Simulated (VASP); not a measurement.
## GaP: single point with PBEsol

The system is GaP.

```
Ga P
1.0
     0.00000    2.71963    2.71963
     2.71963    0.00000    2.71963
     2.71963    2.71963    0.00000
Ga P
1 1
Direct
  0.00000 0.00000 0.00000
  0.25000 0.25000 0.25000
```

| Quantity | Value |
| --- | --- |
| Program | VASP 6.6.1 |
| Task | single point |
| Functional | PBEsol |
| Potentials or basis | VASP PAW PBE potentials, release 64 (Ga_d, P) |
| Cutoff | 500 eV |
| k mesh | 10 × 10 × 10 |
| Occupations | gaussian, width 0.02 eV |
| Spin | no spin polarisation |

```json
{
 "Pressure": "-0.1 GPa",
 "Band gap on the k mesh": "1.47 eV (least direct gap 1.80 eV)"
}
```

Levels at points of the mesh, in eV from the valence-band top:
| k point | band 5 | band 6 | band 7 | band 8 | band 9 | band 10 | band 11 | band 12 | band 13 | band 14 |
| --- | --- | --- | --- | --- | --- | --- | --- | --- | --- | --- |
| (0.00, 0.00, 0.00) | -14.45 | -12.57 | 0.00 | 0.00 | 0.00 | 1.80 | 3.83 | 3.83 | 3.83 | 8.59 |
| (0.50, 0.00, 0.00) | -14.44 | -10.46 | -6.73 | -1.14 | -1.14 | 1.60 | 4.65 | 4.65 | 8.10 | 10.78 |
| (0.50, 0.50, 0.00) | -14.43 | -9.54 | -6.84 | -2.73 | -2.73 | 1.50 | 1.71 | 10.60 | 10.60 | 11.14 |

Wall time 18 s on 1 thread of Intel(R) Xeon(R) Platinum 8488C (Sapphire Rapids), with other jobs on the host, peak memory 0.16 GiB.

Caveat: the PAW data sets were made with another functional, which shifts forces and pressure a little. A k mesh can miss the band edges.
